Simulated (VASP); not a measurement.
Crystal: Cu2O.

```
Cu O
1.0
     4.26000    0.00000    0.00000
     0.00000    4.26000    0.00000
     0.00000    0.00000    4.26000
Cu O
4 2
Direct
  0.25000 0.25000 0.25000
  0.25000 0.75000 0.75000
  0.75000 0.75000 0.25000
  0.75000 0.25000 0.75000
  0.00000 0.00000 0.00000
  0.50000 0.50000 0.50000
```

| Property | Result |
| --- | --- |
| Program | VASP 6.6.1 |
| Task | relaxation of cell and atoms |
| Functional | PBE |
| Potentials or basis | VASP PAW PBE potentials, release 64 (Cu, O) |
| Cutoff | 600 eV |
| k mesh | 4 × 4 × 4 |
| Occupations | gaussian, width 0.02 eV |
| Spin | no spin polarisation |

At the start: pressure 4.1 GPa; volume 12.88 Å³/atom.

Question: How do energy, volume and symmetry change on relaxing?

Answer: Over 3 steps the energy falls by 5.6 meV/atom and the volume is 13.33 Å³/atom (+3.5 %); space group Pn-3m (No. 224, to 0.1 Å) before and after.

The path:
```
step  energy change (eV)  largest force (eV/Å)  pressure (GPa)  volume (Å³)
   1              0.0000                0.0000            4.08        77.31
   2             -0.0288                0.0000           -1.38        81.04
   3             -0.0333                0.0000            0.01        80.00
```

Final structure:
```yaml
crystal:
  lattice:
    - [4.30894, 0.00000, 0.00000]
    - [0.00000, 4.30894, 0.00000]
    - [0.00000, 0.00000, 4.30894]
  atoms:
    - { symbol: Cu, position: [0.25000, 0.25000, 0.25000] }
    - { symbol: Cu, position: [0.25000, 0.75000, 0.75000] }
    - { symbol: Cu, position: [0.75000, 0.75000, 0.25000] }
    - { symbol: Cu, position: [0.75000, 0.25000, 0.75000] }
    - { symbol: O, position: [0.00000, 0.00000, 0.00000] }
    - { symbol: O, position: [0.50000, 0.50000, 0.50000] }
```
